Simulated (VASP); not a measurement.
A run of VASP 6.6.1:

POSCAR

```
CoSi
1.0
    2.7625158910      0.0000000000      0.0000000000
    0.0000000000      2.7625158910      0.0000000000
    0.0000000000      0.0000000000      2.7625158910
Co Si
1 1
Direct
    0.0000000000      0.0000000000      0.0000000000
    0.5000000000      0.5000000000      0.5000000000
```

INCAR.step1

```
SYSTEM = CoSi
ALGO = Normal
EDIFF = 1E-4
ENCUT = 520
GGA = PE
ISMEAR = -1
ISPIN = 2
LASPH = .TRUE.
LCHARG = .FALSE.
LMAXMIX = 4
LREAL = .FALSE.
LWAVE = .TRUE.
MAGMOM = 1.7 0
NBANDS = 18
NELM = 150
PREC = Accurate
SIGMA = 0.05
```

File INCAR.step2:

```
SYSTEM = CoSi
ALGO = Normal
EDIFF = 1E-6
ENCUT = 520
ISIF = 2
ISMEAR = -1
ISPIN = 2
ISTART = 1
LASPH = .TRUE.
LCHARG = .TRUE.
LELF = .TRUE.
LMAXMIX = 4
LMIXTAU = .TRUE.
LORBIT = 11
LREAL = .FALSE.
LVHAR = .TRUE.
LWAVE = .FALSE.
MAGMOM = 1.7 0
METAGGA = R2SCAN
NBANDS = 18
NELM = 150
PREC = Accurate
SIGMA = 0.05
```

File KPOINTS:

```
k-points
0
G
  14 14 14
  0 0 0
```

Potentials or basis: VASP PAW PBE potentials, release 64 (Co, Si).

Run with:

```sh
$ cat potpaw_PBE.64/Co/POTCAR potpaw_PBE.64/Si/POTCAR > POTCAR
$ cp INCAR.step1 INCAR
$ mpirun -np 1 vasp_std > vasp.out
$ cp INCAR.step2 INCAR
$ mpirun -np 1 vasp_std > vasp.out
```

Hardware: 1 thread of Intel(R) Xeon(R) 6975P-C (Granite Rapids), on a shared host.

**Question.** How long does it take, and how much memory?

**Answer.** It took 100 s on 1 thread of Intel(R) Xeon(R) 6975P-C (Granite Rapids), on a shared host, peak memory 0.21 GiB. Counts: k points 120.
